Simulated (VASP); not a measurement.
A run of VASP 6.6.1 is set up as follows.

Contents of POSCAR:

```
Ca
1.0
   -2.2400000000      2.2400000000      2.1728000000
    2.2400000000     -2.2400000000      2.1728000000
    2.2400000000      2.2400000000     -2.1728000000
Ca
1
Direct
    0.0000000000      0.0000000000      0.0000000000
```

The input INCAR.step1:

```
SYSTEM = Ca
PREC = Accurate
ENCUT = 520
ISMEAR = 0
SIGMA = 0.15
LREAL = .FALSE.
LASPH = .TRUE.
NELM = 80
NBANDS = 11
GGA = PE
ALGO = Normal
EDIFF = 1E-4
LWAVE = .TRUE.
LCHARG = .FALSE.
```

INCAR.step2

```
SYSTEM = Ca
PREC = Accurate
ENCUT = 520
EDIFF = 1E-6
ISMEAR = 0
SIGMA = 0.15
LREAL = .FALSE.
LASPH = .TRUE.
NELM = 80
ALGO = Normal
ISIF = 2
LWAVE = .FALSE.
LCHARG = .FALSE.
METAGGA = R2SCAN
LMIXTAU = .TRUE.
NBANDS = 11
ISTART = 1
```

Contents of KPOINTS:

```
Automatic mesh
0
G
  16 16 16
  0 0 0
```

Potentials or basis: VASP PAW PBE potentials, release 64 (Ca_sv).

Run with:

```sh
$ cat potpaw_PBE.64/Ca_sv/POTCAR > POTCAR
$ cp INCAR.step1 INCAR
$ mpirun -np 1 vasp_std > vasp.out
$ cp INCAR.step2 INCAR
$ mpirun -np 1 vasp_std > vasp.out
```

Task: Predict the pressure.

Result: -0.1 GPa.

Task: What does it give for the band gap on the k mesh?

Result: Zero (bands 5 and 6 overlap by 0.61 eV).

Caveat: the cell differs from its parent crystal (strain -0.0300 x Voigt [0, 0, 1, 0, 0, 0]); the PAW data sets were made with another functional, which shifts forces and pressure a little.
